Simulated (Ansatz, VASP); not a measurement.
## Re: VASP beside Ansatz

```
Re
1.0
     2.77555    0.00000    0.00000
    -1.38777    2.40369    0.00000
     0.00000    0.00000    4.48245
Re
2
Direct
  0.33333 0.66667 0.25000
  0.66667 0.33333 0.75000
```

Alike in both runs: task relaxation of cell and atoms; functional PBE; k mesh 17 × 17 × 9; occupations fermi-dirac, width 0.05 eV; no spin polarisation.

```csv
,VASP,Ansatz
version,VASP 6.6.1,Ansatz 0.2.0
potentials or method,"VASP PAW PBE potentials, release 64 (Re), cutoff 600 eV","all-electron LAPW, scalar-relativistic"
```

|  | VASP | Ansatz | Ansatz less VASP |
| --- | --- | --- | --- |
| relaxed volume (Å³/atom) | 14.94 | 14.96 | +0.020 |
| relaxed length of the cell vector where the two differ most in proportion (Å) | 4.480 | 4.483 | +0.0026 |

Ansatz ran all-electron here, and VASP with PAW potentials.

Spin-orbit coupling is off throughout.
